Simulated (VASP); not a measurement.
Write the native input for VASP 6.6.1 that does the following.

```yaml
Task: single point
Functional: r2SCAN
Potentials_or_basis: VASP PAW PBE potentials, release 64 (Be, Te)
Cutoff: 520 eV
k_mesh: 12 × 12 × 4
Occupations: gaussian, width 0.01 eV
Spin: no spin polarisation
Dipole_correction: no
Further_INCAR_settings: ALGO = Normal; EDIFF = 1e-07; NBANDS = 16
```

BeTe:

```xyz
4
Lattice="4.0309 0.0000 0.0000 -2.0154 3.4908 0.0000 0.0000 0.0000 8.1440" Properties=species:S:1:pos:R:3 pbc="T T T"
Be    0.0000    2.3272    2.0360
Be    2.0154    1.1636    6.1080
Te    2.0154    1.1636    2.0360
Te    0.0000    2.3272    6.1080
```

The input as run:

POSCAR

```
BeTe
1.0
    4.0308527050      0.0000000000      0.0000000000
   -2.0154263525      3.4908208414      0.0000000000
    0.0000000000      0.0000000000      8.1440452969
Be Te
2 2
Direct
    0.3333333333      0.6666666667      0.2500000000
    0.6666666667      0.3333333333      0.7500000000
    0.6666666667      0.3333333333      0.2500000000
    0.3333333333      0.6666666667      0.7500000000
```

INCAR.step1

```
PREC     = Accurate       # precision mode
ENCUT    = 520            # plane-wave cutoff, eV
ISMEAR   = 0              # smearing method
SIGMA    = 0.01           # smearing width, eV
LREAL    = F              # projectors in reciprocal space
LASPH    = T              # aspherical terms in the spheres
NELM     = 80             # most SCF steps
NBANDS   = 16             # bands
GGA      = PE             # functional
ALGO     = Normal         # electronic algorithm
EDIFF    = 1E-4           # SCF threshold, eV
LWAVE    = T              # write WAVECAR
LCHARG   = F              # write CHGCAR
```

INCAR.step2

```
PREC     = Accurate       # precision mode
ENCUT    = 520            # plane-wave cutoff, eV
EDIFF    = 1E-7           # SCF threshold, eV
ISMEAR   = 0              # smearing method
SIGMA    = 0.01           # smearing width, eV
LREAL    = F              # projectors in reciprocal space
LASPH    = T              # aspherical terms in the spheres
NELM     = 80             # most SCF steps
ALGO     = Normal         # electronic algorithm
ISIF     = 2              # what is computed and relaxed
LWAVE    = F              # write WAVECAR
LCHARG   = F              # write CHGCAR
METAGGA  = R2SCAN         # meta-GGA
LMIXTAU  = T            
NBANDS   = 16             # bands
ISTART   = 1
```

KPOINTS

```
Automatic mesh
0
Gamma
  12 12 4
```

Potentials or basis: VASP PAW PBE potentials, release 64 (Be, Te).

Command:

```sh
$ cat potpaw_PBE.64/Be/POTCAR potpaw_PBE.64/Te/POTCAR > POTCAR
$ cp INCAR.step1 INCAR
$ mpirun -np 1 vasp_std > vasp.out
$ cp INCAR.step2 INCAR
$ mpirun -np 1 vasp_std > vasp.out
```

Results of the run:

The pressure is 0.0 GPa. The band gap on the k mesh is 3.04 eV, indirect (least direct gap 3.22 eV).

Caveat: the PAW data sets were made with another functional, which shifts forces and pressure a little; spin-orbit coupling is left out, which moves the levels of the heavy elements.

Run time: 7.7 min on 1 thread of Intel(R) Xeon(R) Platinum 8488C (Sapphire Rapids), on a shared host, peak memory 0.3 GiB.
